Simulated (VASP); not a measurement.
# HfN (I4/mmm) in VASP: a series of runs

HfN is run at these levels: PBE; tasks: single point.

Program: VASP 6.6.1. These are calculated values, not measurements. Logs are shortened: lines on timing, memory, paths and dates and some standing lists are left out, and cuts for length are marked.

## (1) The cell of the first run

It takes space group I4/mmm (No. 139, tetragonal). The conventional cell has a = 3.195 Å, b = 3.195 Å, c = 4.563 Å, α = 90.00°, β = 90.00°, γ = 90.00°. Hf (site symmetry 4/mmm) has 6 N at 2.26 to 2.28 Å within 3.0 Å. Within 3.0 Å of N (site symmetry 4/mmm) lie 6 Hf at 2.26 to 2.28 Å.

## (2) Single point, PBE (z stretched by +1 %, then relaxed in part)

INCAR reads:

```
PREC = Accurate
ENCUT = 520
EDIFF = 1E-6
ISMEAR = -1
SIGMA = 0.05
LREAL = F
LASPH = T
NELM = 80
ALGO = Normal
ISIF = 2
LWAVE = F
LCHARG = T
GGA = PE
LELF = T
LVHAR = T
NBANDS = 14
```

KPOINTS reads:

```
Automatic mesh
0
Gamma
  18 18 18
```

POSCAR reads:

```
HfN
1.0
    0.0000000000      2.2590000000      2.2815900000
    2.2590000000      0.0000000000      2.2815900000
    2.2590000000      2.2590000000      0.0000000000
Hf N
1 1
Direct
    0.0000000000      0.0000000000      0.0000000000
    0.5000000000      0.5000000000      0.5000000000
```

Potentials or basis: VASP PAW PBE potentials, release 64 (Hf_pv, N).

On the command line:

```bash
$ cat potpaw_PBE.64/Hf_pv/POTCAR potpaw_PBE.64/N/POTCAR > POTCAR
$ mpirun -np 1 vasp_std > vasp.out
```

OUTCAR:

```text
PREC = Accurate
   ENCUT = 520
   EDIFF = 1E-6
   ISMEAR = -1
   LREAL = F
   LASPH = T
   NELM = 80
   ISIF = 2
   GGA = PE

 ion  position               nearest neighbor table
   1  0.000  0.000  0.000-   2 2.26   2 2.26   2 2.26   2 2.26   2 2.28   2 2.28
   2  0.500  0.500  0.500-   1 2.26   1 2.26   1 2.26   1 2.26   1 2.28   1 2.28

  LATTYP: Found a body centered tetragonal cell.
 ALAT       =     3.1947084374
 C/A-ratio  =     1.4283556980

  Lattice vectors:

 A1 = (  -2.2590000000,   0.0000000000,   2.2815900000)
 A2 = (   2.2590000000,   0.0000000000,   2.2815900000)
 A3 = (   0.0000000000,   2.2590000000,  -2.2815900000)

Analysis of symmetry for initial positions (statically):
=====================================================================
 Subroutine PRICEL returns:
 Original cell was already a primitive cell.

 Routine SETGRP: Setting up the symmetry group for a
 body centered tetragonal supercell.

 Subroutine GETGRP returns: Found 16 space group operations
 (whereof 16 operations were pure point group operations)
 out of a pool of 16 trial point group operations.

The static configuration has the point symmetry D_4h.

Analysis of symmetry for dynamics (positions and initial velocities):
=====================================================================
 Subroutine PRICEL returns:
 Original cell was already a primitive cell.

 Routine SETGRP: Setting up the symmetry group for a
 body centered tetragonal supercell.

 Subroutine GETGRP returns: Found 16 space group operations
 (whereof 16 operations were pure point group operations)
 out of a pool of 16 trial point group operations.

The dynamic configuration has the point symmetry D_4h.

 Subroutine INISYM returns: Found 16 space group operations
 (whereof 16 operations are pure point group operations),
 and found     1 'primitive' translations

----------------------------------------------------------------------------------------

                                     Primitive cell

  volume of cell :      23.2863

  direct lattice vectors                    reciprocal lattice vectors
     0.000000000  2.259000000  2.281590000    -0.221336875  0.221336875  0.219145421
     2.259000000  0.000000000  2.281590000     0.221336875 -0.221336875  0.219145421
     2.259000000  2.259000000  0.000000000     0.221336875  0.221336875 -0.219145421

  length of vectors
     3.210721715  3.210721715  3.194708437     0.382105665  0.382105665  0.382105665

  position of ions in fractional coordinates (direct lattice)
     0.000000000  0.000000000  0.000000000
     0.500000000  0.500000000  0.500000000

  ion indices of the primitive-cell ions
   primitive index   ion index
                 1           1
                 2           2

----------------------------------------------------------------------------------------

 KPOINTS: Automatic mesh

Automatic generation of k-mesh.
 Grid dimensions read from file:
 generate k-points for:   18   18   18

 Generating k-lattice:

  Cartesian coordinates                     Fractional coordinates (reciprocal lattice)
    -0.012296493  0.012296493  0.012174746     0.055555556 -0.000000000  0.000000000
     0.012296493 -0.012296493  0.012174746    -0.000000000  0.055555556  0.000000000
     0.012296493  0.012296493 -0.012174746     0.000000000  0.000000000  0.055555556

  Length of vectors
     0.021228093  0.021228093  0.021228093

  Shift w.r.t. Gamma in fractional coordinates (k-lattice)
     0.000000000  0.000000000  0.000000000

 Subroutine IBZKPT returns following result:
 ===========================================

 Found    480 irreducible k-points:

 Following reciprocal coordinates:
            Coordinates               Weight
  0.000000  0.000000  0.000000      1.000000
  0.055556  0.000000  0.000000      8.000000
  0.111111  0.000000  0.000000      8.000000
  0.166667  0.000000  0.000000      8.000000
  0.222222  0.000000  0.000000      8.000000
  0.277778  0.000000  0.000000      8.000000
[... 16 lines left out ...]
 -0.277778  0.055556  0.000000      8.000000
 -0.222222  0.055556  0.000000      8.000000
 [... further k-points ...]
   k-points           NKPTS =    480   k-points in BZ     NKDIM =    480   number of bands    NBANDS=     14
   number of dos      NEDOS =    301   number of ions     NIONS =      2
   total plane-waves  NPLWV =  13824
   dimension x,y,z NGX =    24 NGY =   24 NGZ =   24
   dimension x,y,z NGXF=    48 NGYF=   48 NGZF=   48
   ions per type =               1   1
   NGX,Y,Z   is equivalent  to a cutoff of  12.43, 12.43, 12.49 a.u.
   NGXF,Y,Z  is equivalent  to a cutoff of  24.85, 24.85, 24.98 a.u.
 SYSTEM =  unknown system
   PREC   = accura    normal or accurate (medium, high low for compatibility)
   ISTART =      0    job   : 0-new  1-cont  2-samecut
   ICHARG =      2    charge: 1-file 2-atom 10-const
   ISPIN  =      1    spin polarized calculation?
   LNONCOLLINEAR =      F non collinear calculations
   LSORBIT =      F    spin-orbit coupling
   LASPH  =      T    aspherical Exc in radial PAW
   ENCUT  =  520.0 eV  38.22 Ry    6.18 a.u.   5.97  5.97  5.94*2*pi/ulx,y,z
   NELM   =     80;   NELMIN=  2; NELMDL= -5     # of ELM steps
   EDIFF  = 0.1E-05   stopping-criterion for ELM
   LREAL  =      F    real-space projection
   EDIFFG = 0.1E-04   stopping-criterion for IOM
   NSW    =      0    number of steps for IOM
   IBRION =     -1    ionic relax: 0-MD 1-quasi-New 2-CG
   NFREE  =      0    steps in history (QN), initial steepest desc. (CG)
   ISIF   =      2    stress and relaxation
   ISYM   =      2    0-nonsym 1-usesym 2-fastsym
   POTIM  = 0.5000    time-step for ionic-motion
   TEBEG  =    0.0;   TEEND  =   0.0 temperature during run
   PSTRESS=    0.0 pullay stress
   NELECT =      15.0000    total number of electrons
   NUPDOWN=      -1.0000    fix difference up-down
   EMIN   =  10.00;   EMAX   =-10.00  energy-range for DOS
   EFERMI =   0.00;   METHOD = LEGACY
   ISMEAR =    -1;   SIGMA  =   0.05  broadening in eV -4-tet -1-fermi 0-gaus
   EFERMI_NEDOS =   21; number of points for ismear=-14 and -15
   IALGO  =     38    algorithm
   IMIX   =      4    mixing-type and parameters
     AMIX     =   0.40;   BMIX     =  1.00
     AMIX_MAG =   1.60;   BMIX_MAG =  1.00
  volume/ion in A,a.u.               =      11.64        78.57
  Fermi-wavevector in a.u.,A,eV,Ry     =   1.413856  2.671801 27.197900  1.998989
  Thomas-Fermi vector in A             =   2.535459
   LORBIT       =      0    0 simple, 1 ext, 2 COOP (PROOUT), +10 PAW based schemes
   GGA     = PE    functional components
   LHFCALC =     F    Hartree Fock is set to
   AEXX    =    0.0000 exact exchange contribution
   IVDW    =     0    specifies the selected vdW correction
   LEPSILON=     F    determine dielectric tensor
   LRPA    =     F    only Hartree local field effects (RPA)
 non-spin polarized calculation
  energy-cutoff  :      520.00
  volume of cell :       23.29
 maximum number of plane-waves:       638
   NGX = 11   NGY = 11   NGZ = 11

 number of electron      15.0000000 magnetization

 Free energy of the ion-electron system (eV)
  ---------------------------------------------------
  ext. energy  EPLUGINS =         0.00000000
  ---------------------------------------------------
  free energy    TOTEN  =       -21.75692433 eV

  energy without entropy =      -21.75158304  energy(sigma->0) =      -21.75425369

 E-fermi :   8.2921     XC(G=0): -12.6800

 val. band max:        8.2842225747   @ k =   0.0556   0.0000   0.0556
 cond. band min:       8.2930244605   @ k =  -0.2222   0.2222   0.1111
 fundamental gap:      0.0088018858
 Fermi energy:         8.2921000851

 k-point     1 :       0.0000    0.0000    0.0000
  band No.  band energies     occupation
      1     -22.9031      2.00000
      2     -22.8910      2.00000
      3     -22.8910      2.00000
      4      -9.1554      2.00000
      5       5.2492      2.00000
      6       5.2951      2.00000
      7       5.2951      2.00000
      8       7.8828      1.99944
      9       7.9929      1.99497
     10       7.9929      1.99497
     11       9.8817      0.00000
     12      10.2864      0.00000
     13      10.3149      0.00000
     14      17.8379      0.00000

 k-point     2 :       0.0556    0.0000    0.0000
  band No.  band energies     occupation
      1     -22.9269      2.00000
      2     -22.9007      2.00000
      3     -22.8934      2.00000
      4      -9.0854      2.00000
      5       4.9498      2.00000
      6       5.0821      2.00000
      7       5.1099      2.00000
      8       7.9895      1.99530
      9       8.0853      1.96850
     10       8.0964      1.96088
     11      10.1195      0.00000
     12      10.5208      0.00000
     13      10.5557      0.00000
     14      18.0790      0.00000

 k-point     3 :       0.1111    0.0000    0.0000
  band No.  band energies     occupation
      1     -23.0130      2.00000
      2     -22.9097      2.00000
      3     -22.9001      2.00000
      4      -8.8822      2.00000
      5       4.1907      2.00000
      6       4.6290      2.00000
      7       4.6595      2.00000
      8       8.1979      1.73617
      9       8.3292      0.64495
     10       8.3743      0.32368
     11      10.7448      0.00000
     12      11.1452      0.00000
     13      11.1989      0.00000
     14      18.7599      0.00000
[... 324 lines left out ...]
 k-point    23 :      -0.2778    0.0556    0.0000
  band No.  band energies     occupation
      1     -23.5076      2.00000
      2     -22.9898      2.00000
      3     -22.9299      2.00000
      4      -7.5415      2.00000
      5       1.1359      2.00000
      6       2.8039      2.00000
      7       3.0795      2.00000
      8       9.1210      0.00000
      9       9.8899      0.00000
     10      10.7673      0.00000
     11      12.8487      0.00000
     12      14.3333      0.00000
     13      15.0877      0.00000
     14      20.4504      0.00000

 k-point    24 :      -0.2222    0.0556    0.0000
  band No.  band energies     occupation
      1     -23.3556      2.00000
      2     -22.9738      2.00000
      3     -22.9158      2.00000
      4      -7.9786      2.00000
      5       1.9421      2.00000
      6       3.2168      2.00000
      7       3.5462      2.00000
      8       8.7156      0.00042
      9       9.2664      0.00000
     10      10.0781      0.00000
     11      11.9969      0.00000
     12      13.5611      0.00000
     13      14.0576      0.00000
     14      20.4642      0.00000

 [... further k-points ...]
[... 5 lines left out ...]
  --------------------------------------------------------------------------------------
  -------------------------------------------------------------------------------------
  Total        0.2679221      0.2679221     -0.3914573      0.0000000      0.0000000      0.0000000
  in kB       18.4339752     18.4339752    -26.9336287      0.0000000      0.0000000      0.0000000
  external PRESSURE =       3.3114406 kB  Pullay stress =       0.0000000 kB

 VOLUME and BASIS-vectors are now :
 -----------------------------------------------------------------------------
  energy-cutoff  :      520.00
  volume of cell :       23.29
      direct lattice vectors                 reciprocal lattice vectors
     0.000000000  2.259000000  2.281590000    -0.221336875  0.221336875  0.219145421
     2.259000000  0.000000000  2.281590000     0.221336875 -0.221336875  0.219145421
     2.259000000  2.259000000  0.000000000     0.221336875  0.221336875 -0.219145421

 POSITION                                       TOTAL-FORCE (eV/Angst)
 -----------------------------------------------------------------------------------
      0.00000      0.00000      0.00000         0.000000      0.000000      0.000000
      2.25900      2.25900      2.28159        -0.000000     -0.000000      0.000000
 -----------------------------------------------------------------------------------
    total drift:                                0.000000     -0.000000     -0.000000

  FREE ENERGIE OF THE ION-ELECTRON SYSTEM (eV)
  ---------------------------------------------------
  free  energy   TOTEN  =       -21.7569243344 eV

  energy  without entropy=      -21.7515830438  energy(sigma->0) =      -21.75425369
```

It took 2.4 min on 1 thread of Intel Xeon 8259CL, shared host; peak memory 0.27 GiB.

What came out:

| Quantity | Value |
| --- | --- |
| Free energy | -21.7569 eV |
| Pressure | 0.3 GPa |

Levels at points of the mesh, in eV from the Fermi level:
| k point | band 6 | band 7 | band 8 | band 9 | band 10 | band 11 |
| --- | --- | --- | --- | --- | --- | --- |
| (0.00, 0.00, 0.00) | -3.00 | -3.00 | -0.41 | -0.30 | -0.30 | 1.59 |
| (0.50, 0.00, 0.00) | -6.13 | -6.13 | 3.24 | 3.63 | 3.70 | 4.38 |
| (0.50, 0.50, 0.00) | -3.74 | -3.65 | -3.65 | 4.05 | 5.45 | 5.45 |
| (0.50, 0.00, 0.50) | -3.77 | -3.72 | -3.68 | 4.04 | 5.38 | 5.49 |

Caveat: the cell differs from its parent crystal (z stretched by +1 %, then relaxed in part); spin-orbit coupling is left out, which moves the levels of the heavy elements.

(Continued in part 2 of 2.)
